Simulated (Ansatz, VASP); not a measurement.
**AgI: VASP beside Ansatz**

Contents of POSCAR:

```
AgI
1.0
    4.6508717568      0.0000000000      0.0000000000
   -2.3254358784      4.0277730911      0.0000000000
    0.0000000000      0.0000000000      7.6372931925
Ag I
2 2
Direct
    0.3333333333      0.6666666667      0.0006839999
    0.6666666667      0.3333333333      0.5006839999
    0.3333333333      0.6666666667      0.3743160001
    0.6666666667      0.3333333333      0.8743160001
```

File INCAR.step1:

```
  PREC = Accurate
  ENCUT = 550
  ISMEAR = 0
  SIGMA = 0.01
  LREAL = F
  LASPH = T
  NELM = 120
  NBANDS = 26
  GGA = PE
  ALGO = Normal
  EDIFF = 1E-5
  LWAVE = T
  LCHARG = F
  GGA_COMPAT = F
```

Contents of INCAR.step2:

```
  PREC = Accurate
  ENCUT = 550
  EDIFF = 1E-6
  ISMEAR = 0
  SIGMA = 0.01
  LREAL = F
  LASPH = T
  NELM = 120
  ALGO = Normal
  ISIF = 2
  LWAVE = F
  LCHARG = T
  METAGGA = R2SCAN
  LMIXTAU = T
  LELF = T
  LVHAR = T
  NBANDS = 26
  ISTART = 1
  GGA_COMPAT = F
```

File KPOINTS:

```
Automatic mesh
0
Gamma
  6 6 4
```

Input for Ansatz:

```yaml
crystal:
  lattice:
    - [4.6508717568, 0.0, 0.0]
    - [-2.3254358784, 4.0277730911, 0.0]
    - [0.0, 0.0, 7.6372931925]
  atoms:
    - { symbol: Ag, position: [0.3333333333, 0.6666666667, 0.0006839999] }
    - { symbol: Ag, position: [0.6666666667, 0.3333333333, 0.5006839999] }
    - { symbol: I, position: [0.3333333333, 0.6666666667, 0.3743160001] }
    - { symbol: I, position: [0.6666666667, 0.3333333333, 0.8743160001] }
kpoints:
  mp_grid: { grid: [6, 6, 4] }
  band_path:
    path:
      - [0.0, 0.0, 0.0]
      - [0.5, 0.0, 0.0]
      - [0.3333333333, 0.3333333333, 0.0]
      - [0.0, 0.0, 0.5]
      - [0.5, 0.0, 0.5]
      - [0.3333333333, 0.3333333333, 0.5]
    npoints: 1
hamiltonian:
  xc: r2scan
scf:
  occupations: { method: fixed }
  n_extra_bands: 5
output:
  forces: true
  stress: true
  eigenvalues: true
```

Change from the starting cell: uniaxial_z strain +0.5%.

Alike in both runs: task single point; functional r2SCAN; k mesh 6 × 6 × 4; no spin polarisation.

```csv
,VASP,Ansatz
version,VASP 6.6.1,Ansatz 0.2.0
potentials or method,"VASP PAW PBE potentials, release 64 (Ag, I)","plane waves, PAW"
plane-wave cutoff (eV),550,500
occupations,"gaussian, width 0.01 eV",fixed
valence electrons in the cell,36,72
```

VASP gave:

```
gap on the k mesh at the Fermi level (eV)                     : 1.83
pressure (GPa)                                                : -0.3
traceless stress, the component that is largest in VASP (GPa) : -0.06
```

Task: Estimate Ansatz's values.

Result: gap on the k mesh at the Fermi level (eV): 1.86; pressure (GPa): -0.2; traceless stress, the component that is largest in VASP (GPa): -0.06.

VASP's potentials were made for PBE, not for r2SCAN. VASP's potentials hold 36 valence electrons a cell and Ansatz's 72, so a difference there can come from the potentials and not from the codes.

Spin-orbit coupling is off throughout.
